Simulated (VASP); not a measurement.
A run of VASP 6.6.1:

File INCAR:

```
SYSTEM = GaN
  ALGO = Normal
  EDIFF = 1E-6
  ENCUT = 520
  ISIF = 2
  ISMEAR = 0
  LASPH = .TRUE.
  LCHARG = .FALSE.
  LREAL = .FALSE.
  LWAVE = .FALSE.
  NBANDS = 46
  NELM = 60
  PREC = Accurate
  SIGMA = 0.05
```

KPOINTS

```
k-points
0
G
  8 6 6
  0 0 0
```

Contents of POSCAR:

```
GaN
1.0
   -3.1515767111      0.0000000000      0.0000000000
    0.0000000000      0.0000000000     -5.1382481593
    0.0000000000     -5.4586909876      0.0000000000
Ga N
4 4
Direct
    0.5000000000      0.0051520094      0.1797145188
    0.0000000000     -0.0051726680      0.6536200525
    0.0000000000      0.4948273320      0.3463799475
    0.5000000000      0.5051520094      0.8202854812
    0.5000000000      0.6254452302      0.1685580907
    0.0000000000      0.6302363859      0.6647828557
    0.0000000000      0.1302363859      0.3352171443
    0.5000000000      0.1254452302      0.8314419093
```

Potentials or basis: VASP PAW LDA potentials, release 64 (Ga_d, N).

Launch:

```console
$ cat potpaw_LDA.64/Ga_d/POTCAR potpaw_LDA.64/N/POTCAR > POTCAR
$ mpirun -np 1 vasp_std > vasp.out
```

Hardware: 1 thread of Intel(R) Xeon(R) Platinum 8481C CPU @ 2.70GHz (Sapphire Rapids), with other jobs on the host.

How long does it take, and how much memory?

It took 120 s on 1 thread of Intel(R) Xeon(R) Platinum 8481C CPU @ 2.70GHz (Sapphire Rapids) (shared host), peak memory 0.33 GiB. Counts: scf iterations 16, k points 80.
